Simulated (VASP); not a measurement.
The system is BeCd2Se3.

```
Be Cd Se
1.0
     6.54393    0.00000    0.00000
    -3.27197    5.66721    0.00000
     0.00000    0.00000    3.59923
Be Cd Se
1 2 3
Direct
  0.00000 0.00000 0.00000
  0.33333 0.66667 0.00000
  0.66667 0.33333 0.00000
  0.50000 0.00000 0.50000
  0.50000 0.50000 0.50000
  0.00000 0.50000 0.50000
```

| Property | Result |
| --- | --- |
| Program | VASP 6.6.1 |
| Task | relaxation of cell and atoms |
| Functional | PBE |
| Potentials or basis | VASP PAW PBE potentials, release 64 (Be, Cd, Se) |
| Cutoff | 600 eV |
| k mesh | 3 × 3 × 6 |
| Occupations | gaussian, width 0.1 eV |
| Spin | no spin polarisation |

At the start: pressure 14.5 GPa; volume 22.25 Å³/atom.

Problem. How do energy, volume and symmetry change on relaxing?

Solution. Over 9 steps the energy falls by 215.5 meV/atom and the volume is 26.76 Å³/atom (+20.3 %); space group P6/mmm (No. 191, to 0.05 Å).

The path:
```tsv
step	energy change (eV)	largest force (eV/Å)	pressure (GPa)	volume (Å³)
1	0.0000	0.0000	14.50	133.48
2	-1.1430	0.0000	-2.43	176.21
3	-1.2290	0.0000	-0.06	164.83
4	-1.2292	0.0000	-0.22	165.50
5	-1.2520	0.0000	-0.35	165.07
6	-1.2866	0.0000	-0.61	163.58
7	-1.2875	0.0000	-0.64	163.30
8	-1.2908	0.0000	0.37	158.89
9	-1.2928	0.0000	-0.02	160.54
```

Final structure:
```xyz
6
Lattice="6.7092 0.0000 0.0000 -3.3546 5.8103 0.0000 0.0000 0.0000 4.1181" Properties=species:S:1:pos:R:3 pbc="T T T"
Be    0.0000    0.0000    0.0000
Cd    0.0000    3.8736    0.0000
Cd    3.3546    1.9368    0.0000
Se    3.3546    0.0000    2.0591
Se    1.6773    2.9052    2.0591
Se   -1.6773    2.9052    2.0591
```

Caveat: the k points lie up to 0.36 Å⁻¹ apart in the final cell; the volume moved by over 15 % at a fixed basis, so the end points are rough.
